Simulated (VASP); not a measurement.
# TaN: single point with LDA

The system is TaN.

```
Ta N
1.0
     5.10108    0.00000    0.00000
    -2.55054    4.41767    0.00000
     0.00000    0.00000    2.87646
Ta N
3 3
Direct
  0.00000 0.00000 0.00000
  0.33333 0.66667 0.50000
  0.66667 0.33333 0.50000
  0.50000 0.00000 0.00000
  0.50000 0.50000 0.00000
  0.00000 0.50000 0.00000
```

```yaml
Program: VASP 6.6.1
Task: single point
Functional: LDA
Potentials_or_basis: VASP PAW LDA potentials, release 64 (Ta_pv, N)
Cutoff: 520 eV
k_mesh: 5 × 5 × 8
Occupations: fermi-dirac, width 0.1 eV
Spin: no spin polarisation
Dipole_correction: no
Further_INCAR_settings: ALGO = Normal; EDIFF = 1e-07; NBANDS = 33
```

The pressure is 12.1 GPa and the band gap on the k mesh is zero (band 24 reaches 9.48 eV, above the bottom of band 25 at 7.18 eV).

Stress tensor (GPa, compression positive):
```
11.82  0.00  0.00
 0.00 11.82  0.00
 0.00  0.00 12.58
```

Levels at points of the mesh, in eV from the Fermi level:
```tsv
k point	band 20	band 21	band 22	band 23	band 24	band 25	band 26	band 27	band 28	band 29
(0.00, 0.00, 0.00)	-3.05	-3.05	-2.62	-2.16	-1.40	-1.40	0.72	0.72	1.42	2.33
(0.00, 0.00, 0.50)	-3.99	-3.20	-3.20	-2.02	0.90	0.90	1.49	1.94	2.67	2.67
```

Run time: 22 s on 1 thread of Intel(R) Xeon(R) 6975P-C (Granite Rapids), with other jobs on the host, peak memory 0.18 GiB.

Caveat: spin-orbit coupling is left out, which moves the levels of the heavy elements.
